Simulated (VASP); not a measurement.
Here is a VASP 6.6.1 calculation.

The input INCAR:

```
SYSTEM = Hf2C5
ALGO = Normal
EDIFF = 1E-6
ENCUT = 520
GGA = PE
ISIF = 2
ISMEAR = 0
LASPH = .TRUE.
LCHARG = .FALSE.
LREAL = .FALSE.
LWAVE = .FALSE.
NBANDS = 53
NELM = 80
PREC = Accurate
SIGMA = 0.2
```

KPOINTS

```
k-points
0
G
  4 3 2
  0 0 0
```

POSCAR

```
Hf2C5
1.0
    4.1779380394      0.0000000000      0.0000000000
    0.0000000000      4.9858617172      0.0000000000
    0.0000000000      0.0000000000      7.2860612562
Hf C
4 10
Direct
    0.0000000000      0.0000000000      0.6954309067
    0.0000000000      0.0000000000      0.3045690933
    0.5000000000      0.5000000000      0.6831132090
    0.5000000000      0.5000000000      0.3168867910
    0.5000000000      0.0000000000      0.5000000000
    0.6697122711      0.5000000000      0.0000000000
    0.8316006547      0.7511063754      0.0000000000
    0.6678053139      0.0000000000      0.0000000000
    0.8316006547      0.2488936246      0.0000000000
    0.3321946861      0.0000000000      0.0000000000
    0.1683993453      0.7511063754      0.0000000000
    0.3302877289      0.5000000000      0.0000000000
    0.1683993453      0.2488936246      0.0000000000
    0.0000000000      0.5000000000      0.5000000000
```

Potentials or basis: VASP PAW PBE potentials, release 64 (Hf_pv, C).

The run is started by

```sh
$ cat potpaw_PBE.64/Hf_pv/POTCAR potpaw_PBE.64/C/POTCAR > POTCAR
$ mpirun -np 1 vasp_std > vasp.out
```

Task: Estimate the pressure.

Result: -0.8 GPa.

Task: Predict the band gap on the k mesh.

Result: Zero (band 40 reaches 7.88 eV, above the bottom of band 41 at 6.97 eV).

Task: Estimate the largest force.

Result: 0.060 eV/Å.

Forces in eV/Å, atoms in the order of the input:
```
Hf   0.000  0.000  0.052
Hf   0.000  0.000 -0.052
Hf   0.000  0.000  0.019
Hf   0.000  0.000 -0.019
C    0.000  0.000  0.000
C   -0.055  0.000  0.000
C   -0.059 -0.004  0.000
C   -0.055  0.000  0.000
C   -0.059  0.004  0.000
C    0.055  0.000  0.000
C    0.059 -0.004  0.000
C    0.055  0.000  0.000
C    0.059  0.004  0.000
C    0.000  0.000  0.000
```

Caveat: the k points lie up to 0.43 Å⁻¹ apart; spin-orbit coupling is left out, which moves the levels of the heavy elements.
